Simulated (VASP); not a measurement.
# Si2SnB3 (Cmmm) in VASP: notebook, part 2 of 2

VASP 6.6.1. Earlier steps stand in the parts before.

### 3 Single point, PBE

This run uses another cell than the first one, of 13.30 Å³/atom, 1.077 times its volume.

Input file INCAR:

```
SYSTEM = Si2SnB3
PREC = Accurate
ENCUT = 520
EDIFF = 1E-6
ISMEAR = 0
SIGMA = 0.1
LREAL = .False.
LASPH = .True.
NELM = 60
ALGO = Normal
ISIF = 2
LWAVE = .False.
LCHARG = .False.
GGA = PE
NBANDS = 24
```

Input file KPOINTS:

```
regular mesh
0
Gamma
  4 4 4
  0 0 0
```

Input file POSCAR:

```
Si2SnB3
1.0
    2.3773447400     -4.2784860200      0.0000000000
    2.3773447400      4.2784860200      0.0000000000
    0.0000000000      0.0000000000      3.9238251400
Si Sn B
2 1 3
Direct
    0.5000000000      0.0000000000      0.5000000000
    0.0000000000      0.5000000000      0.5000000000
    0.0000000000      0.0000000000      0.0000000000
    0.6779564000      0.3220436000      0.0000000000
    0.3220436000      0.6779564000      0.0000000000
    0.5000000000      0.5000000000      0.5000000000
```

Potentials or basis: VASP PAW PBE potentials, release 64 (Si, Sn_d, B).

Started as:

```bash
$ cat potpaw_PBE.64/Si/POTCAR potpaw_PBE.64/Sn_d/POTCAR potpaw_PBE.64/B/POTCAR > POTCAR
$ mpirun -np 1 vasp_std > vasp.out
```

OUTCAR:

```text
SYSTEM = Si2SnB3
   PREC = Accurate
   ENCUT = 520
   EDIFF = 1E-6
   ISMEAR = 0
   LREAL = .False.
   LASPH = .True.
   NELM = 60
   ISIF = 2
   GGA = PE

 ion  position               nearest neighbor table
   1  0.500  0.000  0.500-   4 2.38   5 2.38   4 2.38   5 2.38   2 2.38   2 2.38   6 2.45   6 2.45
                             3 3.14   3 3.14   3 3.14   3 3.14
   2  0.000  0.500  0.500-   4 2.38   5 2.38   4 2.38   5 2.38   1 2.38   1 2.38   6 2.45   6 2.45
                             3 3.14   3 3.14   3 3.14   3 3.14
   3  0.000  0.000  0.000-   4 2.76   5 2.76   4 2.82   5 2.82   4 2.82   5 2.82   1 3.14   2 3.14
                             2 3.14   1 3.14   2 3.14   1 3.14   2 3.14   1 3.14
   4  0.678  0.322  0.000-   1 2.38   2 2.38   1 2.38   2 2.38   3 2.76   3 2.82   3 2.82
   5  0.322  0.678  0.000-   1 2.38   2 2.38   1 2.38   2 2.38   3 2.76   3 2.82   3 2.82
   6  0.500  0.500  0.500-   1 2.45   2 2.45   1 2.45   2 2.45

  LATTYP: Found a base centered orthorhombic cell.
 ALAT       =     4.7546894800
 B/A-ratio  =     1.7996910368
 C/A-ratio  =     0.8252537114

  Lattice vectors:

 A1 = (   2.3773447400,  -4.2784860200,   0.0000000000)
 A2 = (   2.3773447400,   4.2784860200,   0.0000000000)
 A3 = (   0.0000000000,   0.0000000000,   3.9238251400)

Analysis of symmetry for initial positions (statically):
=====================================================================
 Subroutine PRICEL returns:
 Original cell was already a primitive cell.

 Routine SETGRP: Setting up the symmetry group for a
 base centered orthorhombic supercell.

 Subroutine GETGRP returns: Found  8 space group operations
 (whereof  8 operations were pure point group operations)
 out of a pool of  8 trial point group operations.

The static configuration has the point symmetry D_2h.

Analysis of symmetry for dynamics (positions and initial velocities):
=====================================================================
 Subroutine PRICEL returns:
 Original cell was already a primitive cell.

 Routine SETGRP: Setting up the symmetry group for a
 base centered orthorhombic supercell.

 Subroutine GETGRP returns: Found  8 space group operations
 (whereof  8 operations were pure point group operations)
 out of a pool of  8 trial point group operations.

The dynamic configuration has the point symmetry D_2h.

 Subroutine INISYM returns: Found  8 space group operations
 (whereof  8 operations are pure point group operations),
 and found     1 'primitive' translations

----------------------------------------------------------------------------------------

                                     Primitive cell

  volume of cell :      79.8219

  direct lattice vectors                    reciprocal lattice vectors
     2.377344740 -4.278486020  0.000000000     0.210318677 -0.116863769  0.000000000
     2.377344740  4.278486020  0.000000000     0.210318677  0.116863769  0.000000000
     0.000000000  0.000000000  3.923825140     0.000000000  0.000000000  0.254853355

  length of vectors
     4.894610366  4.894610366  3.923825140     0.240605665  0.240605665  0.254853355

  position of ions in fractional coordinates (direct lattice)
     0.500000000  0.000000000  0.500000000
     0.000000000  0.500000000  0.500000000
     0.000000000  0.000000000  0.000000000
     0.677956400  0.322043600  0.000000000
     0.322043600  0.677956400  0.000000000
     0.500000000  0.500000000  0.500000000
[... 41 lines left out ...]
  0.250000  0.250000  0.000000      2.000000
  0.500000  0.250000  0.000000      4.000000
 -0.250000  0.250000  0.000000      2.000000
[... 13 lines left out ...]
 -0.250000  0.250000  0.500000      2.000000
  0.500000  0.500000  0.500000      1.000000
   k-points           NKPTS =     21   k-points in BZ     NKDIM =     21   number of bands    NBANDS=     24
   number of dos      NEDOS =    301   number of ions     NIONS =      6
   total plane-waves  NPLWV =  38880
   dimension x,y,z NGX =    36 NGY =   36 NGZ =   30
   dimension x,y,z NGXF=    72 NGYF=   72 NGZF=   60
   ions per type =               2   1   3
   NGX,Y,Z   is equivalent  to a cutoff of  12.23, 12.23, 12.71 a.u.
   NGXF,Y,Z  is equivalent  to a cutoff of  24.45, 24.45, 25.42 a.u.
 SYSTEM =  Si2SnB3
   PREC   = accura    normal or accurate (medium, high low for compatibility)
   ISTART =      0    job   : 0-new  1-cont  2-samecut
   ICHARG =      2    charge: 1-file 2-atom 10-const
   ISPIN  =      1    spin polarized calculation?
   LNONCOLLINEAR =      F non collinear calculations
   LSORBIT =      F    spin-orbit coupling
   LASPH  =      T    aspherical Exc in radial PAW
   ENCUT  =  520.0 eV  38.22 Ry    6.18 a.u.   9.10  9.10  7.30*2*pi/ulx,y,z
   NELM   =     60;   NELMIN=  2; NELMDL= -5     # of ELM steps
   EDIFF  = 0.1E-05   stopping-criterion for ELM
   LREAL  =      F    real-space projection
   EDIFFG = 0.1E-04   stopping-criterion for IOM
   NSW    =      0    number of steps for IOM
   IBRION =     -1    ionic relax: 0-MD 1-quasi-New 2-CG
   NFREE  =      0    steps in history (QN), initial steepest desc. (CG)
   ISIF   =      2    stress and relaxation
   ISYM   =      2    0-nonsym 1-usesym 2-fastsym
   POTIM  = 0.5000    time-step for ionic-motion
   TEBEG  =    0.0;   TEEND  =   0.0 temperature during run
   PSTRESS=    0.0 pullay stress
   NELECT =      31.0000    total number of electrons
   NUPDOWN=      -1.0000    fix difference up-down
   EMIN   =  10.00;   EMAX   =-10.00  energy-range for DOS
   EFERMI =   0.00;   METHOD = LEGACY
   ISMEAR =     0;   SIGMA  =   0.10  broadening in eV -4-tet -1-fermi 0-gaus
   EFERMI_NEDOS =   21; number of points for ismear=-14 and -15
   IALGO  =     38    algorithm
   IMIX   =      4    mixing-type and parameters
     AMIX     =   0.40;   BMIX     =  1.00
     AMIX_MAG =   1.60;   BMIX_MAG =  1.00
  volume/ion in A,a.u.               =      13.30        89.78
  Fermi-wavevector in a.u.,A,eV,Ry     =   1.194414  2.257114 19.410397  1.426624
  Thomas-Fermi vector in A             =   2.330404
   LORBIT       =      0    0 simple, 1 ext, 2 COOP (PROOUT), +10 PAW based schemes
   GGA     = PE    functional components
   LHFCALC =     F    Hartree Fock is set to
   AEXX    =    0.0000 exact exchange contribution
   IVDW    =     0    specifies the selected vdW correction
   LEPSILON=     F    determine dielectric tensor
   LRPA    =     F    only Hartree local field effects (RPA)
 non-spin polarized calculation
 Gauss-broadening in eV      SIGMA  =   0.10
  energy-cutoff  :      520.00
  volume of cell :       79.82
 maximum number of plane-waves:      2168
   NGX = 19   NGY = 19   NGZ = 15

 number of electron      30.9999998 magnetization

 Free energy of the ion-electron system (eV)
  ---------------------------------------------------
  ext. energy  EPLUGINS =         0.00000000
  ---------------------------------------------------
  free energy    TOTEN  =       -26.71394673 eV

  energy without entropy =      -26.69987748  energy(sigma->0) =      -26.70691210

 E-fermi :   8.4517     XC(G=0): -11.1349

 val. band max:        8.4342750738   @ k =  -0.2500   0.2500   0.2500
 cond. band min:       8.4658753822   @ k =   0.5000   0.5000   0.0000
 fundamental gap:      0.0316003085
 Fermi energy:         8.4517106678

 k-point     1 :       0.0000    0.0000    0.0000
  band No.  band energies     occupation
      1     -13.1645      2.00000
      2     -13.1445      2.00000
      3     -13.1186      2.00000
      4     -13.1163      2.00000
      5     -13.1125      2.00000
      6      -5.5710      2.00000
[... 556 lines left out ...]
     23      13.4429      0.00000
     24      13.4869      0.00000

------------------------ aborting loop because EDIFF is reached ----------------------------------------

  FORCE on cell =-STRESS in cart. coord.  units (eV):
  Direction    XX          YY          ZZ          XY          YZ          ZX
  --------------------------------------------------------------------------------------
  -------------------------------------------------------------------------------------
  Total        1.1011301     -1.1643194     -8.6278921      0.0000000      0.0000000      0.0000000
  in kB       22.1017823    -23.3701119   -173.1782573      0.0000000      0.0000000      0.0000000
  external PRESSURE =     -58.1488623 kB  Pullay stress =       0.0000000 kB

 VOLUME and BASIS-vectors are now :
 -----------------------------------------------------------------------------
  energy-cutoff  :      520.00
  volume of cell :       79.82
      direct lattice vectors                 reciprocal lattice vectors
     2.377344740 -4.278486020  0.000000000     0.210318677 -0.116863769  0.000000000
     2.377344740  4.278486020  0.000000000     0.210318677  0.116863769  0.000000000
     0.000000000  0.000000000  3.923825140     0.000000000  0.000000000  0.254853355

 POSITION                                       TOTAL-FORCE (eV/Angst)
 -----------------------------------------------------------------------------------
      1.18867     -2.13924      1.96191        -0.000000      0.000000      0.000000
      1.18867      2.13924      1.96191         0.000000      0.000000      0.000000
      0.00000      0.00000      0.00000         0.000000      0.000000      0.000000
      2.37734     -1.52277      0.00000         0.000000     -0.077548     -0.000000
      2.37734      1.52277      0.00000         0.000000      0.077548      0.000000
      2.37734      0.00000      1.96191        -0.000000     -0.000000      0.000000
 -----------------------------------------------------------------------------------
    total drift:                               -0.000000      0.000000     -0.000000

  FREE ENERGIE OF THE ION-ELECTRON SYSTEM (eV)
  ---------------------------------------------------
  free  energy   TOTEN  =       -26.7139467284 eV

  energy  without entropy=      -26.6998774753  energy(sigma->0) =      -26.70691210
```

stdout:

```text
POSCAR found type information on POSCAR SiSnB
 POSCAR found :  3 types and       6 ions
 scaLAPACK will be used
 LDA part: xc-table for (Slater+PW92), standard interpolation
 POSCAR, INCAR and KPOINTS ok, starting setup
 FFT: planning ... GRIDC
 FFT: planning ... GRID_SOFT
 FFT: planning ... GRID
 WAVECAR not read
 entering main loop
```

It took 20 s on 1 thread of AMD EPYC 9R45 (Zen 5), shared host; peak memory 0.17 GiB.

What came out:

```yaml
Free_energy: -26.7139 eV
Pressure: -5.8 GPa
Largest_force: 0.078 eV/Å
```

Forces in eV/Å, atoms in the order of the input:
```
Si   0.000  0.000  0.000
Si   0.000  0.000  0.000
Sn   0.000  0.000  0.000
B    0.000 -0.078  0.000
B    0.000  0.078  0.000
B    0.000  0.000  0.000
```

Levels at points of the mesh, in eV from the Fermi level:
```
           k point  band 12  band 13  band 14  band 15  band 16  band 17  band 18  band 19
(0.00, 0.00, 0.00)    -5.38    -4.32    -3.48    -0.67     0.75     1.82     2.23     2.35
(0.50, 0.00, 0.00)    -2.95    -2.47    -1.21    -0.67    -0.44     0.79     1.12     1.43
(0.50, 0.50, 0.00)    -2.75    -2.10    -1.11    -0.10     0.01     0.33     0.72     1.34
(0.00, 0.00, 0.50)    -3.79    -3.73    -3.38    -2.90    -2.67    -2.28    -1.55    -1.12
(0.50, 0.00, 0.50)    -5.22    -5.09     0.66     0.90     1.22     1.42     2.07     2.40
(0.50, 0.50, 0.50)    -5.30    -4.98     0.59     1.28     1.28     1.67     2.25     2.31
```

Caveat: the k points lie up to 0.40 Å⁻¹ apart; spin-orbit coupling is left out, which moves the levels of the heavy elements.

### 4 Single point, PBE

This run uses another cell than the first one, of 12.30 Å³/atom, 0.996 times its volume.

Input file INCAR:

```
  ALGO = Normal
  EDIFF = 1E-7
  ENCUT = 520
  GGA = PE
  ISIF = 2
  ISMEAR = 0
  LASPH = T
  LCHARG = T
  LELF = T
  LREAL = F
  LVHAR = T
  LWAVE = F
  NBANDS = 24
  NELM = 80
  PREC = Accurate
  SIGMA = 0.1
```

Input file KPOINTS:

```
k-points
0
Gamma
  4 4 6
```

Input file POSCAR:

```
Si2SnB3
1.0
    2.6327919373     -4.7086026093      0.0000000000
    2.6327919373      4.7086026093      0.0000000000
    0.0000000000      0.0000000000      2.9772696241
Si Sn B
2 1 3
Direct
    0.5000000000      0.0000000000      0.5000000000
    0.0000000000      0.5000000000      0.5000000000
    0.0000000000      0.0000000000      0.0000000000
    0.5991181465      0.4008818535      0.0000000000
    0.4008818535      0.5991181465      0.0000000000
    0.5000000000      0.5000000000      0.5000000000
```

Started as:

```bash
$ cat potpaw_PBE.64/Si/POTCAR potpaw_PBE.64/Sn_d/POTCAR potpaw_PBE.64/B/POTCAR > POTCAR
$ mpirun -np 1 vasp_std > vasp.out
```

Run time: 28 s. Hardware: 1 thread of AMD EPYC 9R45 (Zen 5), shared host; peak memory 0.18 GiB.

The run converged. Its results:

* Free energy: -30.6160 eV
* Pressure: 0.0 GPa
* Largest force: 0.012 eV/Å

Forces in eV/Å, atoms in the order of the input:
```
Si   0.000  0.000  0.000
Si   0.000  0.000  0.000
Sn   0.000  0.000  0.000
B    0.000  0.012  0.000
B    0.000 -0.012  0.000
B    0.000  0.000  0.000
```

Levels at points of the mesh, in eV from the Fermi level:
```tsv
k point	band 12	band 13	band 14	band 15	band 16	band 17	band 18	band 19
(0.00, 0.00, 0.00)	-5.87	-3.84	2.25	2.30	2.74	3.40	3.69	3.82
(0.50, 0.00, 0.00)	-3.33	-2.77	-1.65	1.13	1.26	1.79	3.52	3.76
(0.50, 0.50, 0.00)	-3.60	-2.41	-2.37	0.39	0.67	1.15	4.07	4.72
(0.00, 0.00, 0.50)	-3.62	-3.43	-3.10	-3.01	-2.44	-2.43	-2.25	-0.71
(0.50, 0.00, 0.50)	-5.45	-5.20	-0.95	-0.86	0.74	0.95	1.32	2.11
(0.50, 0.50, 0.50)	-4.73	-4.41	-2.17	-2.01	-0.10	1.00	1.52	1.52
```

Caveat: spin-orbit coupling is left out, which moves the levels of the heavy elements.

### 5 Overview

```tsv
cell	k mesh	gap on the mesh (eV)	pressure (GPa)	largest force (eV/Å)
a = 5.338, b = 5.338, c = 2.998 Å, angles 90.0, 90.0, 119.8°, 6 atoms	4 × 4 × 4	none	-0.1	0.02
a = 4.895, b = 4.895, c = 3.924 Å, angles 90.0, 90.0, 121.9°, 6 atoms	4 × 4 × 4	none	-5.8	0.08
a = 5.395, b = 5.395, c = 2.977 Å, angles 90.0, 90.0, 121.6°, 6 atoms	4 × 4 × 6	none	0.0	0.01
```

Alike in all rows: task single point; level PBE; potentials or basis VASP PAW PBE potentials, release 64 (Si, Sn_d, B); no spin polarisation; cutoff (eV) 520; smearing gaussian 0.1 eV.

Caveats: some runs use coarse meshes; spin-orbit coupling is left out, which moves the levels of the heavy elements.

Total energies depend on the potentials used, so only differences within one code and one set of settings carry meaning.
